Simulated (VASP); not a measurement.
# SnO2 (I4/m) in VASP: single point with PBE

Aim: the single point of SnO2 with PBE.

Program: VASP 6.6.1. These are calculated values, not measurements. Logs are shortened: lines on timing, memory, paths and dates and some standing lists are left out, and cuts for length are marked.

### Step 1. The cell of the first run

Symmetry: I4/m, No. 87, tetragonal system. Conventional cell: a = 10.747 Å, b = 10.747 Å, c = 3.232 Å, α = 90.00°, β = 90.00°, γ = 90.00°. Sn (site symmetry m) has 6 O at 2.06 to 2.14 Å within 2.7 Å. Within 2.7 Å of Sn (site symmetry m) lie 6 O at 2.06 to 2.14 Å. Within 2.8 Å of O (site symmetry m) lie 3 Sn at 2.06 to 2.11 Å and 1 O at 2.70 Å. O (site symmetry m) has 3 Sn at 2.06 to 2.11 Å and 1 O at 2.70 Å within 2.8 Å. Within 2.8 Å of O (site symmetry m) lie 3 Sn at 2.11 to 2.14 Å and 3 O at 2.70 to 2.77 Å. Within 2.8 Å of O (site symmetry m) lie 3 Sn at 2.11 to 2.14 Å and 3 O at 2.70 to 2.77 Å.

### Step 2. Single point, PBE

File INCAR:

```
SYSTEM = SnO2
ALGO     = Normal         ! electronic algorithm
EDIFF    = 1E-6           ! SCF threshold, eV
ENCUT    = 520            ! plane-wave cutoff, eV
GGA      = PE             ! functional
ISIF     = 2              ! what is computed and relaxed
ISMEAR   = 0              ! smearing method
LASPH    = .True.         ! aspherical terms in the spheres
LCHARG   = .True.         ! write CHGCAR
LELF     = .True.         ! ELF
LREAL    = Auto         
LVHAR    = .True.       
LWAVE    = .False.        ! write WAVECAR
NBANDS   = 180            ! bands
NELM     = 60             ! most SCF steps
PREC     = Accurate       ! precision mode
SIGMA    = 0.05           ! smearing width, eV
```

File KPOINTS:

```
k-points
0
Gamma
  2 2 1
  0 0 0
```

File POSCAR:

```
SnO2
1.0
   -5.3733100000      5.3733100000      1.6162330000
   -5.3733100000     -5.3733100000      1.6162330000
    0.0000000000      0.0000000000      9.6973980000
Sn O
12 24
Direct
    0.1821430000      0.4799910000      0.0563110000
    0.1821440000      0.4799910000      0.3896440000
    0.1821450000      0.4799910000      0.7229770000
    0.4799900000      0.8178560000      0.1170260000
    0.4799910000      0.8178560000      0.4503590000
    0.4799920000      0.8178560000      0.7836920000
    0.5200080000      0.1821440000      0.2163080000
    0.5200090000      0.1821440000      0.5496410000
    0.5200100000      0.1821440000      0.8829740000
    0.8178580000      0.5200090000      0.2770220000
    0.8178560000      0.5200090000      0.6103560000
    0.8178570000      0.5200090000      0.9436890000
    0.7040060000      0.3819160000      0.1523460000
    0.7040040000      0.3819160000      0.4856800000
    0.7040050000      0.3819160000      0.8190130000
    0.3819140000      0.2959950000      0.0536820000
    0.3819150000      0.2959950000      0.3870150000
    0.3819160000      0.2959950000      0.7203480000
    0.6180840000      0.7040050000      0.2796520000
    0.6180850000      0.7040050000      0.6129850000
    0.6180860000      0.7040050000      0.9463180000
    0.2959950000      0.6180840000      0.1809870000
    0.2959960000      0.6180840000      0.5143200000
    0.2959940000      0.6180840000      0.8476540000
    0.0506750000      0.3605300000      0.2647990000
    0.0506730000      0.3605300000      0.5981330000
    0.0506740000      0.3605300000      0.9314660000
    0.3605320000      0.9493270000      0.2816900000
    0.3605300000      0.9493270000      0.6150240000
    0.3605310000      0.9493270000      0.9483570000
    0.9493260000      0.6394700000      0.0685340000
    0.9493270000      0.6394700000      0.4018670000
    0.9493280000      0.6394700000      0.7352000000
    0.6394690000      0.0506730000      0.0516430000
    0.6394700000      0.0506730000      0.3849760000
    0.6394710000      0.0506730000      0.7183090000
```

Potentials or basis: VASP PAW PBE potentials, release 64 (Sn_d, O).

Started as:

```sh
cat potpaw_PBE.64/Sn_d/POTCAR potpaw_PBE.64/O/POTCAR > POTCAR
mpirun -np 1 vasp_std > vasp.out
```

OUTCAR:

```text
SYSTEM = SnO2
   EDIFF = 1E-6
   ENCUT = 520
   GGA = PE
   ISIF = 2
   ISMEAR = 0
   LASPH = .True.
   LREAL = Auto
   NELM = 60
   PREC = Accurate

 ion  position               nearest neighbor table
   1  0.182  0.480  0.056-  16 2.06  25 2.11  27 2.11  24 2.11  22 2.11  31 2.14  10 3.22  12 3.22
                             2 3.23   3 3.23
   2  0.182  0.480  0.390-  17 2.06  25 2.11  26 2.11  22 2.11  23 2.11  32 2.14  10 3.22  11 3.22
                             1 3.23   3 3.23
   3  0.182  0.480  0.723-  18 2.06  26 2.11  27 2.11  23 2.11  24 2.11  33 2.14  12 3.22  11 3.22
                             2 3.23   1 3.23
   4  0.480  0.818  0.117-  22 2.06  28 2.11  30 2.11  19 2.11  21 2.11  34 2.14   7 3.22   9 3.22
                             5 3.23   6 3.23
   5  0.480  0.818  0.450-  23 2.06  28 2.11  29 2.11  19 2.11  20 2.11  35 2.14   8 3.22   7 3.22
                             4 3.23   6 3.23
   6  0.480  0.818  0.784-  24 2.06  30 2.11  29 2.11  20 2.11  21 2.11  36 2.14   9 3.22   8 3.22
                             5 3.23   4 3.23
   7  0.520  0.182  0.216-  13 2.06  34 2.11  35 2.11  17 2.11  16 2.11  28 2.14   4 3.22   5 3.22
                             8 3.23   9 3.23
   8  0.520  0.182  0.550-  14 2.06  35 2.11  36 2.11  18 2.11  17 2.11  29 2.14   5 3.22   6 3.22
                             9 3.23   7 3.23
   9  0.520  0.182  0.883-  15 2.06  34 2.11  36 2.11  18 2.11  16 2.11  30 2.14   6 3.22   4 3.22
[... 29 lines left out ...]
  35  0.639  0.051  0.385-   8 2.11   7 2.11   5 2.14
  36  0.639  0.051  0.718-   9 2.11   8 2.11   6 2.14

  LATTYP: Found a base centered monoclinic cell.
 ALAT       =    11.2222403229
 B/A-ratio  =     0.9576180594
 C/A-ratio  =     0.8641231805
 COS(beta)  =    -0.2880410602

  Lattice vectors:

 A1 = (   5.3733100000,  -5.3733100000,  -1.6162330000)
 A2 = (   5.3733100000,   5.3733100000,  -1.6162330000)
 A3 = (   0.0000000000,   0.0000000000,   9.6973980000)

Analysis of symmetry for initial positions (statically):
=====================================================================
 Subroutine PRICEL returns following result:

  LATTYP: Found a body centered tetragonal cell.
 ALAT       =    10.7466146267
 C/A-ratio  =     0.3007890853

  Lattice vectors:

 A1 = (  -5.3733046267,   5.3733046267,  -1.6162313838)
 A2 = (   5.3733100000,  -5.3733100000,  -1.6162330000)
 A3 = (  -5.3733100000,  -5.3733100000,   1.6162330000)

   3 primitive cells build up your supercell.

 Routine SETGRP: Setting up the symmetry group for a
 base centered monoclinic supercell.

 Subroutine GETGRP returns: Found  2 space group operations
 (whereof  2 operations were pure point group operations)
 out of a pool of  4 trial point group operations.

The static configuration has the point symmetry S_2 .

Analysis of symmetry for dynamics (positions and initial velocities):
=====================================================================
 Subroutine PRICEL returns following result:

  LATTYP: Found a body centered tetragonal cell.
 ALAT       =    10.7466146267
 C/A-ratio  =     0.3007890853

  Lattice vectors:

 A1 = (  -5.3733046267,   5.3733046267,  -1.6162313838)
 A2 = (   5.3733100000,  -5.3733100000,  -1.6162330000)
 A3 = (  -5.3733100000,  -5.3733100000,   1.6162330000)

   3 primitive cells build up your supercell.

 Routine SETGRP: Setting up the symmetry group for a
 base centered monoclinic supercell.

 Subroutine GETGRP returns: Found  2 space group operations
 (whereof  2 operations were pure point group operations)
 out of a pool of  4 trial point group operations.

The dynamic configuration has the point symmetry S_2 .

 Subroutine INISYM returns: Found  2 space group operations
 (whereof  2 operations are pure point group operations),
 and found     3 'primitive' translations

----------------------------------------------------------------------------------------

                                     Primitive cell

  volume of cell :     186.6583

  direct lattice vectors                    reciprocal lattice vectors
    -5.373304627  5.373304627 -1.616231384    -0.093052606  0.000000000 -0.309361645
     5.373310000 -5.373310000 -1.616233000     0.000000000 -0.093052513 -0.309361336
    -5.373310000 -5.373310000  1.616233000    -0.093052513 -0.093052513  0.000000000

  length of vectors
     7.768977353  7.768985122  7.768985122     0.323053270  0.323052947  0.131596126

  position of ions in fractional coordinates (direct lattice)
     0.831066831  0.648924000  0.479991000
     0.648921649  0.168932000  0.817856000
     0.351075351  0.831068000  0.182144000
     0.168930169  0.351076000  0.520009000
     0.542961543  0.838956000  0.381916000
     0.838953839  0.457040000  0.295995000
     0.161043161  0.542960000  0.704005000
     0.457038457  0.161044000  0.618084000
     0.205599206  0.154928000  0.360530000
     0.154926155  0.794398000  0.949327000
     0.794397794  0.845072000  0.639470000
     0.845070845  0.205602000  0.050673000

  ion indices of the primitive-cell ions
   primitive index   ion index
                 1           1
                 2           4
                 3           7
                 4          12
                 5          13
                 6          16
                 7          21
                 8          22
                 9          27
                10          30
                11          31
                12          34

----------------------------------------------------------------------------------------

 KPOINTS: k-points

Automatic generation of k-mesh.
 Grid dimensions read from file:
 generate k-points for:    2    2    1

 Generating k-lattice:

  Cartesian coordinates                     Fractional coordinates (reciprocal lattice)
    -0.046526257  0.046526257  0.000000000     0.500000000  0.000000000  0.000000000
    -0.046526257 -0.046526257  0.000000000     0.000000000  0.500000000  0.000000000
     0.031017504  0.000000000  0.103120445     0.000000000  0.000000000  1.000000000

  Length of vectors
     0.065798063  0.065798063  0.107684316

  Shift w.r.t. Gamma in fractional coordinates (k-lattice)
     0.000000000  0.000000000  0.000000000

 Subroutine IBZKPT returns following result:
 ===========================================

 Found      4 irreducible k-points:

 Following reciprocal coordinates:
            Coordinates               Weight
  0.000000  0.000000  0.000000      1.000000
  0.500000  0.000000  0.000000      1.000000
  0.000000  0.500000  0.000000      1.000000
  0.500000  0.500000  0.000000      1.000000
   k-points           NKPTS =      4   k-points in BZ     NKDIM =      4   number of bands    NBANDS=    180
   number of dos      NEDOS =    301   number of ions     NIONS =     36
   total plane-waves  NPLWV = 259200
   dimension x,y,z NGX =    60 NGY =   60 NGZ =   72
   dimension x,y,z NGXF=   120 NGYF=  120 NGZF=  144
   ions per type =              12  24
   NGX,Y,Z   is equivalent  to a cutoff of  12.84, 12.84, 12.34 a.u.
   NGXF,Y,Z  is equivalent  to a cutoff of  25.68, 25.68, 24.69 a.u.
 SYSTEM =  SnO2
   PREC   = accura    normal or accurate (medium, high low for compatibility)
   ISTART =      0    job   : 0-new  1-cont  2-samecut
   ICHARG =      2    charge: 1-file 2-atom 10-const
   ISPIN  =      1    spin polarized calculation?
   LNONCOLLINEAR =      F non collinear calculations
   LSORBIT =      F    spin-orbit coupling
   LASPH  =      T    aspherical Exc in radial PAW
   ENCUT  =  520.0 eV  38.22 Ry    6.18 a.u.  14.45 14.45 18.03*2*pi/ulx,y,z
   NELM   =     60;   NELMIN=  2; NELMDL= -5     # of ELM steps
   EDIFF  = 0.1E-05   stopping-criterion for ELM
   LREAL  =      T    real-space projection
   EDIFFG = 0.1E-04   stopping-criterion for IOM
   NSW    =      0    number of steps for IOM
   IBRION =     -1    ionic relax: 0-MD 1-quasi-New 2-CG
   NFREE  =      0    steps in history (QN), initial steepest desc. (CG)
   ISIF   =      2    stress and relaxation
   ISYM   =      2    0-nonsym 1-usesym 2-fastsym
   POTIM  = 0.5000    time-step for ionic-motion
   TEBEG  =    0.0;   TEEND  =   0.0 temperature during run
   PSTRESS=    0.0 pullay stress
   NELECT =     312.0000    total number of electrons
   NUPDOWN=      -1.0000    fix difference up-down
   EMIN   =  10.00;   EMAX   =-10.00  energy-range for DOS
   EFERMI =   0.00;   METHOD = LEGACY
   ISMEAR =     0;   SIGMA  =   0.05  broadening in eV -4-tet -1-fermi 0-gaus
   EFERMI_NEDOS =   21; number of points for ismear=-14 and -15
   IALGO  =     38    algorithm
   IMIX   =      4    mixing-type and parameters
     AMIX     =   0.40;   BMIX     =  1.00
     AMIX_MAG =   1.60;   BMIX_MAG =  1.00
  volume/ion in A,a.u.               =      15.55       104.97
  Fermi-wavevector in a.u.,A,eV,Ry     =   1.347111  2.545671 24.690599  1.814708
  Thomas-Fermi vector in A             =   2.474888
   LORBIT       =      0    0 simple, 1 ext, 2 COOP (PROOUT), +10 PAW based schemes
   GGA     = PE    functional components
   LHFCALC =     F    Hartree Fock is set to
   AEXX    =    0.0000 exact exchange contribution
   IVDW    =     0    specifies the selected vdW correction
   LEPSILON=     F    determine dielectric tensor
   LRPA    =     F    only Hartree local field effects (RPA)
 non-spin polarized calculation
 Gauss-broadening in eV      SIGMA  =   0.05
  energy-cutoff  :      520.00
  volume of cell :      559.98
 maximum number of plane-waves:     15084
 NGX is ok and might be reduce to    60
   NGX = 29   NGY = 29   NGZ = 37

 number of electron     311.9999953 magnetization

 Free energy of the ion-electron system (eV)
  ---------------------------------------------------
  ext. energy  EPLUGINS =         0.00000000
  ---------------------------------------------------
  free energy    TOTEN  =      -221.12336393 eV

  energy without entropy =     -221.12336393  energy(sigma->0) =     -221.12336393

 E-fermi :   2.7308     XC(G=0):  -9.4115

 val. band max:        2.5024636547   @ k =   0.5000   0.5000   0.0000
 cond. band min:       4.2575814948   @ k =   0.0000   0.0000   0.0000
 fundamental gap:      1.7551178401
 Fermi energy:         2.7307501108

 k-point     1 :       0.0000    0.0000    0.0000
  band No.  band energies     occupation
      1     -17.9469      2.00000
      2     -17.9468      2.00000
      3     -17.9361      2.00000
      4     -17.9361      2.00000
      5     -17.8813      2.00000
      6     -17.8813      2.00000
[... 673 lines left out ...]
    167       8.8252      0.00000
    168       8.8252      0.00000
 [bands above 168 left out]

------------------------ aborting loop because EDIFF is reached ----------------------------------------

  FORCE on cell =-STRESS in cart. coord.  units (eV):
  Direction    XX          YY          ZZ          XY          YZ          ZX
  --------------------------------------------------------------------------------------
  -------------------------------------------------------------------------------------
  Total        0.2325931      0.2296892      2.0522279      0.0104899     -0.0001288      0.0192227
  in kB        0.6654853      0.6571768      5.8717445      0.0300132     -0.0003686      0.0549992
  external PRESSURE =       2.3981355 kB  Pullay stress =       0.0000000 kB

 VOLUME and BASIS-vectors are now :
 -----------------------------------------------------------------------------
  energy-cutoff  :      520.00
  volume of cell :      559.98
      direct lattice vectors                 reciprocal lattice vectors
    -5.373310000  5.373310000  1.616233000    -0.093052513  0.093052513  0.000000000
    -5.373310000 -5.373310000  1.616233000    -0.093052513 -0.093052513  0.000000000
     0.000000000  0.000000000  9.697398000     0.031017504  0.000000000  0.103120445

 POSITION                                       TOTAL-FORCE (eV/Angst)
 -----------------------------------------------------------------------------------
     -3.55785     -1.60043      1.61623        -0.147006      0.033903     -0.002111
     -3.55786     -1.60042      4.84870        -0.147006      0.033903     -0.002111
     -3.55786     -1.60042      8.08116        -0.147006      0.033903     -0.002111
     -6.97373     -1.81546      3.23247         0.028967      0.153619     -0.005586
     -6.97373     -1.81545      6.46493         0.028967      0.153619     -0.005586
     -6.97374     -1.81545      9.69740         0.028967      0.153619     -0.005586
[... 28 lines left out ...]
     -3.70835      3.16379      4.84870         0.161032     -0.139127      0.001835
     -3.70836      3.16379      8.08116         0.161032     -0.139127      0.001835
 -----------------------------------------------------------------------------------
    total drift:                                0.044583     -0.043087      0.011831

  FREE ENERGIE OF THE ION-ELECTRON SYSTEM (eV)
  ---------------------------------------------------
  free  energy   TOTEN  =      -221.1233639257 eV

  energy  without entropy=     -221.1233639257  energy(sigma->0) =     -221.12336393
```

Run time: 8.3 min. Hardware: 1 thread of Intel Xeon Platinum 8488C (Sapphire Rapids), shared host; peak memory 0.67 GiB.

Results:

* Free energy: -221.1234 eV
* Pressure: 0.2 GPa
* Largest force: 0.214 eV/Å
* Band gap on the k mesh: 1.76 eV

Forces in eV/Å, atoms in the order of the input:
```
Sn  -0.147  0.034 -0.002
Sn  -0.147  0.034 -0.002
Sn  -0.147  0.034 -0.002
Sn   0.029  0.154 -0.006
Sn   0.029  0.154 -0.006
Sn   0.029  0.154 -0.006
Sn  -0.029 -0.154  0.006
Sn  -0.029 -0.154  0.006
Sn  -0.029 -0.154  0.006
Sn   0.147 -0.034  0.002
Sn   0.147 -0.034  0.002
Sn   0.147 -0.034  0.002
O   -0.069 -0.052  0.000
O   -0.069 -0.052  0.000
O   -0.069 -0.052  0.000
O   -0.053  0.067 -0.001
O   -0.053  0.067 -0.001
O   -0.053  0.067 -0.001
O    0.053 -0.067  0.001
O    0.053 -0.067  0.001
O    0.053 -0.067  0.001
O    0.069  0.052  0.000
O    0.069  0.052  0.000
O    0.069  0.052  0.000
O   -0.142 -0.160 -0.001
O   -0.142 -0.160 -0.001
O   -0.142 -0.160 -0.001
O   -0.161  0.139 -0.002
O   -0.161  0.139 -0.002
O   -0.161  0.139 -0.002
O    0.142  0.160  0.001
O    0.142  0.160  0.001
O    0.142  0.160  0.001
O    0.161 -0.139  0.002
O    0.161 -0.139  0.002
O    0.161 -0.139  0.002
```

Caveat: the k points lie up to 0.68 Å⁻¹ apart; spin-orbit coupling is left out, which moves the levels of the heavy elements.
